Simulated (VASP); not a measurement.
# CuO (Pm-3m) in VASP: notebook

CuO is run at these levels: LDA+U; tasks: single point.

Program: VASP 6.6.1. These are calculated values, not measurements. Logs are shortened: lines on timing, memory, paths and dates and some standing lists are left out, and cuts for length are marked.

### 1 The cell of the first run

It takes space group Pm-3m (No. 221, cubic). Conventional cell: a = 2.553 Å, b = 2.553 Å, c = 2.553 Å, α = 90.00°, β = 90.00°, γ = 90.00°. Within 2.9 Å of Cu (site symmetry m-3m) lie 8 O at 2.21 Å and 6 Cu at 2.55 Å. O (site symmetry m-3m) has 8 Cu at 2.21 Å and 6 O at 2.55 Å within 2.9 Å.

### 2 Single point, LDA+U, collinear spin, ferromagnetic start

INCAR reads:

```
ALGO = Normal ; EDIFF = 1E-6
ENCUT = 600 ; GGA = CA
GGA_COMPAT = F ; ISIF = 2
ISMEAR = 0 ; ISPIN = 2
LASPH = T ; LCHARG = F
LDAU = T ; LDAUJ = 0 0
LDAUL = 2 -1 ; LDAUPRINT = 1
LDAUTYPE = 2 ; LDAUU = 8 0
LMAXMIX = 4 ; LORBIT = 11
LREAL = F ; LWAVE = F
MAGMOM = 0.31 0.81 ; NBANDS = 20
NELM = 200 ; NUPDOWN = 1.0
PREC = Accurate ; SIGMA = 0.05
```

KPOINTS reads:

```
k-points
0
Gamma
  7 7 7
```

POSCAR reads:

```
CuO
1.0
    2.5525506100      0.0000000000      0.0000000000
    0.0000000000      2.5525506100      0.0000000000
    0.0000000000      0.0000000000      2.5525506100
Cu O
1 1
Direct
    0.0000000000      0.0000000000      0.0000000000
    0.5000000000      0.5000000000      0.5000000000
```

Potentials or basis: VASP PAW LDA potentials, release 64 (Cu, O).

The run is started by

```
cat potpaw_LDA.64/Cu/POTCAR potpaw_LDA.64/O/POTCAR > POTCAR
mpirun -np 1 vasp_std > vasp.out
```

OUTCAR:

```text
EDIFF = 1E-6
   ENCUT = 600
   GGA = CA
   ISIF = 2
   ISMEAR = 0
   ISPIN = 2
   LASPH = T
   LORBIT = 11
   LREAL = F
   NELM = 200
   NUPDOWN = 1.0
   PREC = Accurate

 ion  position               nearest neighbor table
   1  0.000  0.000  0.000-   2 2.21   2 2.21   2 2.21   2 2.21   2 2.21   2 2.21   2 2.21   2 2.21

   2  0.500  0.500  0.500-   1 2.21   1 2.21   1 2.21   1 2.21   1 2.21   1 2.21   1 2.21   1 2.21

  LATTYP: Found a simple cubic cell.
 ALAT       =     2.5525506100

  Lattice vectors:

 A1 = (   2.5525506100,   0.0000000000,   0.0000000000)
 A2 = (   0.0000000000,   2.5525506100,   0.0000000000)
 A3 = (   0.0000000000,   0.0000000000,   2.5525506100)

Analysis of symmetry for initial positions (statically):
=====================================================================
 Subroutine PRICEL returns:
 Original cell was already a primitive cell.

 Routine SETGRP: Setting up the symmetry group for a
 simple cubic supercell.

 Subroutine GETGRP returns: Found 48 space group operations
 (whereof 48 operations were pure point group operations)
 out of a pool of 48 trial point group operations.

The static configuration has the point symmetry O_h .

Analysis of symmetry for dynamics (positions and initial velocities):
=====================================================================
 Subroutine PRICEL returns:
 Original cell was already a primitive cell.

 Routine SETGRP: Setting up the symmetry group for a
 simple cubic supercell.

 Subroutine GETGRP returns: Found 48 space group operations
 (whereof 48 operations were pure point group operations)
 out of a pool of 48 trial point group operations.

The dynamic configuration has the point symmetry O_h .

Analysis of structural, dynamic, and magnetic symmetry:
=====================================================================
 Subroutine PRICEL returns:
 Original cell was already a primitive cell.

 Routine SETGRP: Setting up the symmetry group for a
 simple cubic supercell.

 Subroutine GETGRP returns: Found 48 space group operations
 (whereof 48 operations were pure point group operations)
 out of a pool of 48 trial point group operations.

The overall configuration has the point symmetry O_h .

 Subroutine INISYM returns: Found 48 space group operations
 (whereof 48 operations are pure point group operations),
 and found     1 'primitive' translations

----------------------------------------------------------------------------------------

                                     Primitive cell

  volume of cell :      16.6312

  direct lattice vectors                    reciprocal lattice vectors
     2.552550610  0.000000000  0.000000000     0.391765004  0.000000000  0.000000000
     0.000000000  2.552550610  0.000000000     0.000000000  0.391765004  0.000000000
     0.000000000  0.000000000  2.552550610     0.000000000  0.000000000  0.391765004

  length of vectors
     2.552550610  2.552550610  2.552550610     0.391765004  0.391765004  0.391765004

  position of ions in fractional coordinates (direct lattice)
     0.000000000  0.000000000  0.000000000
     0.500000000  0.500000000  0.500000000

  ion indices of the primitive-cell ions
   primitive index   ion index
                 1           1
                 2           2

----------------------------------------------------------------------------------------

 KPOINTS: k-points

Automatic generation of k-mesh.
 Grid dimensions read from file:
 generate k-points for:    7    7    7

 Generating k-lattice:

  Cartesian coordinates                     Fractional coordinates (reciprocal lattice)
     0.055966429  0.000000000  0.000000000     0.142857143  0.000000000  0.000000000
     0.000000000  0.055966429  0.000000000     0.000000000  0.142857143  0.000000000
     0.000000000  0.000000000  0.055966429     0.000000000  0.000000000  0.142857143

  Length of vectors
     0.055966429  0.055966429  0.055966429

  Shift w.r.t. Gamma in fractional coordinates (k-lattice)
     0.000000000  0.000000000  0.000000000

 Subroutine IBZKPT returns following result:
 ===========================================

 Found     20 irreducible k-points:

 Following reciprocal coordinates:
            Coordinates               Weight
  0.000000  0.000000  0.000000      1.000000
  0.142857  0.000000  0.000000      6.000000
  0.285714  0.000000  0.000000      6.000000
  0.428571  0.000000  0.000000      6.000000
  0.142857  0.142857  0.000000     12.000000
  0.285714  0.142857  0.000000     24.000000
[... 12 lines left out ...]
  0.428571  0.428571  0.285714     24.000000
  0.428571  0.428571  0.428571      8.000000
   k-points           NKPTS =     20   k-points in BZ     NKDIM =     20   number of bands    NBANDS=     20
   number of dos      NEDOS =    301   number of ions     NIONS =      2
   total plane-waves  NPLWV =   8000
   dimension x,y,z NGX =    20 NGY =   20 NGZ =   20
   dimension x,y,z NGXF=    40 NGYF=   40 NGZF=   40
   ions per type =               1   1
   NGX,Y,Z   is equivalent  to a cutoff of  13.03, 13.03, 13.03 a.u.
   NGXF,Y,Z  is equivalent  to a cutoff of  26.05, 26.05, 26.05 a.u.
 SYSTEM =  unknown system
   PREC   = accura    normal or accurate (medium, high low for compatibility)
   ISTART =      0    job   : 0-new  1-cont  2-samecut
   ICHARG =      2    charge: 1-file 2-atom 10-const
   ISPIN  =      2    spin polarized calculation?
   LNONCOLLINEAR =      F non collinear calculations
   LSORBIT =      F    spin-orbit coupling
   LASPH  =      T    aspherical Exc in radial PAW
   ENCUT  =  600.0 eV  44.10 Ry    6.64 a.u.   5.10  5.10  5.10*2*pi/ulx,y,z
   NELM   =    200;   NELMIN=  2; NELMDL= -5     # of ELM steps
   EDIFF  = 0.1E-05   stopping-criterion for ELM
   LREAL  =      F    real-space projection
   EDIFFG = 0.1E-04   stopping-criterion for IOM
   NSW    =      0    number of steps for IOM
   IBRION =     -1    ionic relax: 0-MD 1-quasi-New 2-CG
   NFREE  =      0    steps in history (QN), initial steepest desc. (CG)
   ISIF   =      2    stress and relaxation
   ISYM   =      2    0-nonsym 1-usesym 2-fastsym
   POTIM  = 0.5000    time-step for ionic-motion
   TEBEG  =    0.0;   TEEND  =   0.0 temperature during run
   PSTRESS=    0.0 pullay stress
   NELECT =      17.0000    total number of electrons
   NUPDOWN=       1.0000    fix difference up-down
   EMIN   =  10.00;   EMAX   =-10.00  energy-range for DOS
   EFERMI =   0.00;   METHOD = LEGACY
   ISMEAR =     0;   SIGMA  =   0.05  broadening in eV -4-tet -1-fermi 0-gaus
   EFERMI_NEDOS =   21; number of points for ismear=-14 and -15
   IALGO  =     38    algorithm
   IMIX   =      4    mixing-type and parameters
     AMIX     =   0.40;   BMIX     =  1.00
     AMIX_MAG =   1.60;   BMIX_MAG =  1.00
  volume/ion in A,a.u.               =       8.32        56.12
  Fermi-wavevector in a.u.,A,eV,Ry     =   1.649112  3.116370 37.001994  2.719570
  Thomas-Fermi vector in A             =   2.738287
   LORBIT       =     11    0 simple, 1 ext, 2 COOP (PROOUT), +10 PAW based schemes
 LDA+U is selected, type is set to LDAUTYPE =  2
   angular momentum for each species LDAUL =     2   -1
   U (eV)           for each species LDAUU =   8.0  0.0
   J (eV)           for each species LDAUJ =   0.0  0.0
   GGA     = CA    functional components
   LHFCALC =     F    Hartree Fock is set to
   AEXX    =    0.0000 exact exchange contribution
   IVDW    =     0    specifies the selected vdW correction
   LEPSILON=     F    determine dielectric tensor
   LRPA    =     F    only Hartree local field effects (RPA)
 spin polarized calculation
 Gauss-broadening in eV      SIGMA  =   0.05
  energy-cutoff  :      600.00
  volume of cell :       16.63
 maximum number of plane-waves:       570
   NGX = 11   NGY = 11   NGZ = 11

atom =   1  type =  1  l = 2

 onsite density matrix

spin component  1

  0.9952 -0.0000  0.0000  0.0000 -0.0000
 -0.0000  0.9952  0.0000 -0.0000  0.0000
  0.0000  0.0000  0.9669 -0.0000  0.0000
  0.0000 -0.0000 -0.0000  0.9952  0.0000
 -0.0000  0.0000  0.0000  0.0000  0.9669

spin component  2

  0.8820  0.0000 -0.0000 -0.0000  0.0000
  0.0000  0.8820 -0.0000 -0.0000  0.0000
 -0.0000 -0.0000  0.9649 -0.0000  0.0000
 -0.0000 -0.0000 -0.0000  0.8820  0.0000
  0.0000  0.0000  0.0000  0.0000  0.9649

 occupancies and eigenvectors

  o =  0.8820  v =  0.0000  0.0000  0.0000  0.0000  0.0000  1.0000  0.0000  0.0000  0.0000  0.0000      0.0000  0.0000  0.0000  0.0000  0.0000  0.0000  0.0000  0.0000  0.0000  0.0000
  o =  0.8820  v =  0.0000  0.0000  0.0000  0.0000  0.0000  0.0000 -0.1312  0.0000  0.9914 -0.0000      0.0000  0.0000  0.0000  0.0000  0.0000  0.0000  0.0000  0.0000  0.0000  0.0000
  o =  0.8820  v =  0.0000  0.0000  0.0000  0.0000  0.0000  0.0000 -0.9914  0.0000 -0.1312 -0.0000      0.0000  0.0000  0.0000  0.0000  0.0000  0.0000  0.0000  0.0000  0.0000  0.0000
  o =  0.9649  v =  0.0000  0.0000  0.0000  0.0000  0.0000  0.0000  0.0000  0.2738  0.0000  0.9618      0.0000  0.0000  0.0000  0.0000  0.0000  0.0000  0.0000  0.0000  0.0000  0.0000
  o =  0.9649  v =  0.0000  0.0000  0.0000  0.0000  0.0000  0.0000  0.0000  0.9618 -0.0000 -0.2738      0.0000  0.0000  0.0000  0.0000  0.0000  0.0000  0.0000  0.0000  0.0000  0.0000
  o =  0.9669  v =  0.0000  0.0000 -0.8907 -0.0000  0.4547  0.0000  0.0000  0.0000  0.0000  0.0000      0.0000  0.0000  0.0000  0.0000  0.0000  0.0000  0.0000  0.0000  0.0000  0.0000
  o =  0.9669  v =  0.0000  0.0000  0.4547  0.0000  0.8907  0.0000  0.0000  0.0000  0.0000  0.0000      0.0000  0.0000  0.0000  0.0000  0.0000  0.0000  0.0000  0.0000  0.0000  0.0000
  o =  0.9952  v =  1.0000  0.0000  0.0000  0.0000  0.0000  0.0000  0.0000  0.0000  0.0000  0.0000      0.0000  0.0000  0.0000  0.0000  0.0000  0.0000  0.0000  0.0000  0.0000  0.0000
  o =  0.9952  v =  0.0000 -1.0000 -0.0000  0.0031  0.0000  0.0000  0.0000  0.0000  0.0000  0.0000      0.0000  0.0000  0.0000  0.0000  0.0000  0.0000  0.0000  0.0000  0.0000  0.0000
  o =  0.9952  v =  0.0000  0.0031 -0.0000  1.0000 -0.0000  0.0000  0.0000  0.0000  0.0000  0.0000      0.0000  0.0000  0.0000  0.0000  0.0000  0.0000  0.0000  0.0000  0.0000  0.0000

 number of electron      16.9999977 magnetization       0.9999407

 Free energy of the ion-electron system (eV)
  ---------------------------------------------------
  ext. energy  EPLUGINS =         0.00000000
  ---------------------------------------------------
  free energy    TOTEN  =        -8.17940625 eV

  energy without entropy =       -8.17840602  energy(sigma->0) =       -8.17890613

 E-fermi :   6.3231     XC(G=0): -13.7694

 val. band max:        6.2461763951   @ k =   0.4286   0.4286   0.4286
 cond. band min:       6.3335413300   @ k =   0.4286   0.1429   0.0000
 fundamental gap:      0.0873649349
 Fermi energy:         6.4609739826

 spin component 1

 k-point     1 :       0.0000    0.0000    0.0000
  band No.  band energies     occupation
      1     -13.3704      1.00000
      2       1.2891      1.00000
      3       1.2891      1.00000
      4       2.8872      1.00000
      5       2.8872      1.00000
      6       2.8872      1.00000
[... 12 lines left out ...]
     19      41.2583      0.00000
     20      41.2583      0.00000
[... 415 lines left out ...]
 k-point    20 :       0.4286    0.4286    0.4286
  band No.  band energies     occupation
      1     -10.3146      1.00000
      2      -0.9610      1.00000
      3      -0.9610      1.00000
      4      -0.6522      1.00000
      5       3.5962      1.00000
      6       3.5962      1.00000
[... 12 lines left out ...]
     19      50.0049      0.00000
     20      51.7523      0.00000
 Fermi energy:         6.3230655899

 spin component 2

 k-point     1 :       0.0000    0.0000    0.0000
  band No.  band energies     occupation
      1     -12.5111      1.00000
      2       1.5084      1.00000
      3       1.5084      1.00000
      4       4.2038      1.00000
      5       4.2038      1.00000
      6       4.2038      1.00000
[... 12 lines left out ...]
     19      41.2820      0.00000
     20      41.2820      0.00000
[... 415 lines left out ...]
 k-point    20 :       0.4286    0.4286    0.4286
  band No.  band energies     occupation
      1      -9.1947      1.00000
      2       0.0424      1.00000
      3       0.0424      1.00000
      4       0.3496      1.00000
      5       3.8750      1.00000
      6       3.8750      1.00000
[... 12 lines left out ...]
     19      50.1746      0.00000
     20      52.1968      0.00000

------------------------ aborting loop because EDIFF is reached ----------------------------------------

  FORCE on cell =-STRESS in cart. coord.  units (eV):
  Direction    XX          YY          ZZ          XY          YZ          ZX
  --------------------------------------------------------------------------------------
  -------------------------------------------------------------------------------------
  Total       -0.6089082     -0.6089082     -0.6089082     -0.0000000     -0.0000000     -0.0000000
  in kB      -58.6596343    -58.6596343    -58.6596343     -0.0000000     -0.0000000     -0.0000000
  external PRESSURE =     -58.6596343 kB  Pullay stress =       0.0000000 kB

 VOLUME and BASIS-vectors are now :
 -----------------------------------------------------------------------------
  energy-cutoff  :      600.00
  volume of cell :       16.63
      direct lattice vectors                 reciprocal lattice vectors
     2.552550610  0.000000000  0.000000000     0.391765004  0.000000000  0.000000000
     0.000000000  2.552550610  0.000000000     0.000000000  0.391765004  0.000000000
     0.000000000  0.000000000  2.552550610     0.000000000  0.000000000  0.391765004

 POSITION                                       TOTAL-FORCE (eV/Angst)
 -----------------------------------------------------------------------------------
      0.00000      0.00000      0.00000         0.000000      0.000000      0.000000
      1.27628      1.27628      1.27628         0.000000      0.000000      0.000000
 -----------------------------------------------------------------------------------
    total drift:                               -0.000000      0.000000      0.000000

  FREE ENERGIE OF THE ION-ELECTRON SYSTEM (eV)
  ---------------------------------------------------
  free  energy   TOTEN  =        -8.1794062490 eV

  energy  without entropy=       -8.1784060181  energy(sigma->0) =       -8.17890613

 total charge

# of ion       s       p       d       tot
------------------------------------------
    1        0.284   0.319   9.470  10.074
    2        1.584   3.249   0.000   4.833
--------------------------------------------------
tot          1.869   3.568   9.470  14.907

 magnetization (x)

# of ion       s       p       d       tot
------------------------------------------
    1       -0.017  -0.013   0.344   0.315
    2        0.005   0.616   0.000   0.621
--------------------------------------------------
tot         -0.012   0.603   0.344   0.936
```

It took 6.3 s on 1 thread of AMD EPYC 9R45 (Zen 5), shared host; peak memory 0.1 GiB.

What came out:

- Free energy: -8.1794 eV
- Pressure: -5.9 GPa
- Net moment: 1.00 μB per cell
- Site moments: Cu +0.32; O +0.62 μB
- Valence electrons inside the program's atomic spheres: Cu 10.07; O 4.83

Eigenvalues of the final occupation matrices:
```tsv
site	spin	trace	eigenvalues
site 1 d	1	4.92	0.97 0.97 1.00 1.00 1.00
site 1 d	2	4.58	0.88 0.88 0.88 0.96 0.96
```

Caveat: the cell stands under tension; the total moment is fixed, so each spin has its own Fermi level; a cell with one magnetic atom can't hold antiferromagnetic order, which such compounds often take.

### 3 Single point, LDA+U, collinear spin, ferromagnetic start

INCAR reads:

```
SYSTEM = CuO
ALGO = Normal ; EDIFF = 1E-6
ENCUT = 600 ; GGA = CA
GGA_COMPAT = .False. ; ISIF = 2
ISMEAR = 0 ; ISPIN = 2
LASPH = .True. ; LCHARG = .True.
LDAU = .True. ; LDAUJ = 0 0
LDAUL = 2 -1 ; LDAUPRINT = 1
LDAUTYPE = 2 ; LDAUU = 8 0
LELF = .True. ; LMAXMIX = 4
LORBIT = 11 ; LREAL = .False.
LVHAR = .True. ; LWAVE = .False.
MAGMOM = 0.34 0.86 ; NBANDS = 20
NELM = 200 ; NUPDOWN = 1.1
PREC = Accurate ; SIGMA = 0.05
```

KPOINTS reads:

```
k-points
0
Gamma
  7 7 7
  0 0 0
```

POSCAR is that of step 2.

Potentials or basis: VASP PAW LDA potentials, release 64 (Cu, O).

The run is started by

```
cat potpaw_LDA.64/Cu/POTCAR potpaw_LDA.64/O/POTCAR > POTCAR
mpirun -np 1 vasp_std > vasp.out
```

Run time: 6.6 s. Hardware: 1 thread of AMD EPYC 9R45 (Zen 5), shared host; peak memory 0.1 GiB.

It converged, with:

```
Free energy                                           : -7.9881 eV
Pressure                                              : -2.5 GPa
Net moment                                            : 1.10 μB per cell
Site moments                                          : Cu +0.35; O +0.67 μB
Valence electrons inside the program's atomic spheres : Cu 10.08; O 4.83
```

Eigenvalues of the final occupation matrices:
```tsv
site	spin	trace	eigenvalues
site 1 d	1	4.92	0.97 0.97 1.00 1.00 1.00
site 1 d	2	4.56	0.88 0.88 0.88 0.97 0.97
```

Caveat: the total moment is fixed, so each spin has its own Fermi level; a cell with one magnetic atom can't hold antiferromagnetic order, which such compounds often take.
